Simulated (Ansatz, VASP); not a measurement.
## KMgF3 in VASP and in Ansatz

```xyz
5
Lattice="2.8739 -2.8751 0.0000 2.8739 2.8751 0.0000 0.0000 0.0000 4.0647" Properties=species:S:1:pos:R:3 pbc="T T T"
K     0.0000    0.0000    2.0324
Mg    2.8739    0.0000    0.0000
F     2.8739    0.0000    2.0324
F     1.4369   -1.4375    0.0000
F     1.4369    1.4375    0.0000
```

Change from the starting cell: species swapped into the KHgF3 type (Cmmm, No. 65).

Alike in both runs: functional PBE; k mesh 3 × 3 × 3; occupations gaussian, width 0.15 eV; no spin polarisation.

Ansatz relaxed the structure, and its values are those at the end. VASP's run is a single point on that final structure, the one shown.

```csv
,VASP,Ansatz
version,VASP 6.6.1,Ansatz 0.2.0
potentials or method,"VASP PAW PBE potentials, release 64 (K_sv, Mg, F), cutoff 600 eV","scalar-relativistic, plane waves, PAW"
valence electrons in the cell,32,40
```

```tsv
	VASP	Ansatz	Ansatz less VASP
gap on the k mesh at the Fermi level (eV)	7.02	7.05	+0.029
least direct gap on the mesh (eV)	7.19	7.22	+0.028
pressure (GPa)	-1.0	-0.5	+0.53
```

VASP's potentials hold 32 valence electrons a cell and Ansatz's 40, so a difference there can come from the potentials and not from the codes.

The k mesh is coarse, so the values compare programs but aren't converged.
